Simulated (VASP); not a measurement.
Wanted: the native input for a VASP 6.6.1 run.

```
Task                   : single point
Functional             : PBE
Potentials or basis    : VASP PAW PBE potentials, release 64 (Pd)
Cutoff                 : 520 eV
k mesh                 : 20 × 20 × 20
Occupations            : gaussian, width 0.15 eV
Spin                   : no spin polarisation
Dipole correction      : no
Further INCAR settings : ALGO = Normal; EDIFF = 1e-06; NBANDS = 11
```

The structure of Pd lies in POSCAR:

```
Pd
1.0
    0.0000000000      2.0421450000      1.8476550000
    2.0421450000      0.0000000000      1.8476550000
    2.0421450000      2.0421450000      0.0000000000
Pd
1
Direct
    0.0000000000      0.0000000000      0.0000000000
```

This cell differs from its parent crystal: strain +0.050 along x and y, -0.050 along z.

The input as run:

INCAR

```
SYSTEM = Pd
ALGO = Normal
EDIFF = 1E-6
ENCUT = 520
GGA = PE
ISIF = 2
ISMEAR = 0
LASPH = .True.
LCHARG = .True.
LELF = .True.
LREAL = .False.
LVHAR = .True.
LWAVE = .False.
NBANDS = 11
NELM = 100
PREC = Accurate
SIGMA = 0.15
```

KPOINTS

```
k-points
0
Gamma
  20 20 20
  0 0 0
```

Potentials or basis: VASP PAW PBE potentials, release 64 (Pd).

Launch:

```console
$ cat potpaw_PBE.64/Pd/POTCAR > POTCAR
$ mpirun -np 1 vasp_std > vasp.out
```

Results of the run:

The pressure is -0.8 GPa and the band gap on the k mesh is zero (band 5 reaches 9.55 eV, above the bottom of band 6 at 7.85 eV).

Caveat: the cell differs from its parent crystal (strain +0.050 along x and y, -0.050 along z).

It took 110 s on 1 thread of AMD EPYC 7R43 64-Core Processor (Zen 3) (shared host), peak memory 0.18 GiB.
